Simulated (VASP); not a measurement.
# AlNi3: single point with r2SCAN

The system is AlNi3.

```
Ni Al
1.0
     3.59215    0.00000    0.00000
     0.00000    3.59215    0.00000
     0.00000    0.00000    3.59215
Ni Al
3 1
Direct
  0.50000 0.50000 0.00000
  0.50000 0.00000 0.50000
  0.00000 0.50000 0.50000
  0.00000 0.00000 0.00000
```

- Program: VASP 6.6.1
- Task: single point
- Functional: r2SCAN
- Potentials or basis: VASP PAW PBE potentials, release 64 (Ni, Al)
- Cutoff: 520 eV
- k mesh: 8 × 8 × 8
- Occupations: fermi-dirac, width 0.05 eV
- Spin: collinear spin, ferromagnetic start
- Starting moments: [1.0, 1.0, 1.0, 0.0] μB

```
Pressure                                              : -9.8 GPa
Net moment                                            : 0.87 μB per cell
Site moments                                          : Ni +0.34; Al -0.02 μB
Valence electrons inside the program's atomic spheres : Ni 9.38; Al 0.80
```

Levels at points of the mesh, in eV from the Fermi level:
Spin up:
```
           k point  band 14  band 15  band 16  band 17  band 18  band 19  band 20  band 21
(0.00, 0.00, 0.00)    -0.45    -0.45    -0.45     0.87     0.87     0.87     6.49     6.49
(0.50, 0.00, 0.00)    -1.39    -1.28    -0.78    -0.45     5.50     5.50     5.64     5.64
(0.50, 0.50, 0.00)    -1.39    -1.31    -1.20    -0.78     0.54     0.54     8.24     8.28
(0.50, 0.50, 0.50)    -1.30    -1.30    -0.58    -0.58    -0.58    -0.20     3.34     3.88
```
Spin down:
```
           k point  band 12  band 13  band 14  band 15  band 16  band 17  band 18  band 19  band 20  band 21
(0.00, 0.00, 0.00)    -0.63    -0.04     0.47     0.47     0.47     0.68     0.68     0.68     6.64     6.64
(0.50, 0.00, 0.00)    -1.26    -0.92    -0.88    -0.88    -0.51     0.47     5.57     5.57     5.64     5.64
(0.50, 0.50, 0.00)    -1.30    -1.30    -1.19    -0.89    -0.56    -0.44     1.11     1.11     8.23     8.30
(0.50, 0.50, 0.50)    -1.38    -1.38    -1.00    -1.00    -0.36     0.18     0.18     0.18     3.49     4.26
```

Run time: 2 min on 1 thread of Intel(R) Xeon(R) 6975P-C (Granite Rapids), with other jobs on the host, peak memory 0.22 GiB.

Caveat: the PAW data sets were made with another functional, which shifts forces and pressure a little.
